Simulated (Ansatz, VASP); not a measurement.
Two plane-wave programs on Zr2N

```
Zr N
1.0
     5.41300    0.00000    0.00000
     0.00000    5.41300    0.00000
     0.00000    0.00000    3.30779
Zr N
4 2
Direct
  0.29613 0.29613 0.00000
  0.70387 0.70387 0.00000
  0.79613 0.20387 0.50000
  0.20387 0.79613 0.50000
  0.00000 0.00000 0.00000
  0.50000 0.50000 0.50000
```

Alike in both runs: task single point; functional PBEsol; k mesh 12 × 12 × 18; occupations gaussian, width 0.1 eV; no spin polarisation.

|  | VASP | Ansatz |
| --- | --- | --- |
| version | VASP 6.6.1 | Ansatz 0.2.0 |
| potentials or method | VASP PAW PBE potentials, release 64 (Zr_sv, N), cutoff 520 eV | scalar-relativistic, plane waves, PAW |
| valence electrons in the cell | 58 | 58 |

|  | VASP | Ansatz | Ansatz less VASP |
| --- | --- | --- | --- |
| gap on the k mesh at the Fermi level (eV) | none | none | - |
| pressure (GPa) | -4.7 | -4.9 | -0.22 |
| traceless stress, the component that is largest in VASP (GPa) | -0.51 | -0.52 | -0.013 |
| rms of the force components (eV/Å) | 0.023 | 0.025 | +0.0024 |

VASP's potentials were made for PBE, not for PBEsol. Atom by atom the forces differ by 0.002 eV/Å (rms over components). A gap of «none» marks a metal or a gap that the smearing closes. With one functional, cell and mesh, what is left measures potentials, basis and numerics.
